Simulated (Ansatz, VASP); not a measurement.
**Pd in VASP and in Ansatz**

Contents of INCAR:

```
PREC = Accurate
ENCUT = 520
EDIFF = 1E-6
ISMEAR = -1
SIGMA = 0.05
LREAL = False
LASPH = True
NELM = 150
ALGO = Normal
ISIF = 2
LWAVE = False
LCHARG = True
ISPIN = 2
MAGMOM = 0.5
LORBIT = 11
LMAXMIX = 4
GGA = RP
LELF = True
LVHAR = True
NBANDS = 15
```

KPOINTS

```
Automatic mesh
0
Gamma
  13 13 13
```

Contents of POSCAR:

```
Pd
1.0
    2.6077600013      0.0000000000      0.0000000000
    0.0000000000      2.6077600013      0.0000000000
    0.0000000000      0.0000000000      2.6077600013
Pd
1
Direct
    0.0000000000      0.0000000000      0.0000000000
```

Input for Ansatz:

```yaml
crystal:
  lattice:
    - [2.6077600013, 0.0, 0.0]
    - [0.0, 2.6077600013, 0.0]
    - [0.0, 0.0, 2.6077600013]
  atoms:
    - { symbol: Pd, position: [0.0, 0.0, 0.0], spin: 0.5 }
hamiltonian:
  xc: rpbe
  pseudopotentials:
    kind: paw
    azcp:
      Pd: "pseudopotentials/Pd.paw.azcp"
basis:
  ecutwfc: 420
  fft_grid_basis: typed
kpoints:
  mp_grid: { grid: [13, 13, 13], shift: [0, 0, 0] }
magnetization:
  spin_polarized: true
scf:
  occupations: { method: fermi_dirac, width: 0.05 }
  lower_state_search: "off"
output:
  stress: true
```

Alike in both runs: task single point; functional RPBE; k mesh 13 × 13 × 13; occupations fermi-dirac, width 0.05 eV; collinear spin.

|  | VASP | Ansatz |
| --- | --- | --- |
| version | VASP 6.6.1 | Ansatz 0.2.0 |
| potentials or method | VASP PAW PBE potentials, release 64 (Pd), cutoff 520 eV | plane waves (420 eV) with PAW, scalar-relativistic |
| valence electrons in the cell | 10 | 18 |

|  | VASP | Ansatz | Ansatz less VASP |
| --- | --- | --- | --- |
| pressure (GPa) | 4.3 | 4.6 | +0.33 |
| net moment per atom (μB) | 0.00 | 0.00 | 0.000 |

VASP's potentials were made for PBE, not for RPBE. VASP's potentials hold 10 valence electrons a cell and Ansatz's 18, so a difference there can come from the potentials and not from the codes. Ansatz's warnings: seeded moment not kept.
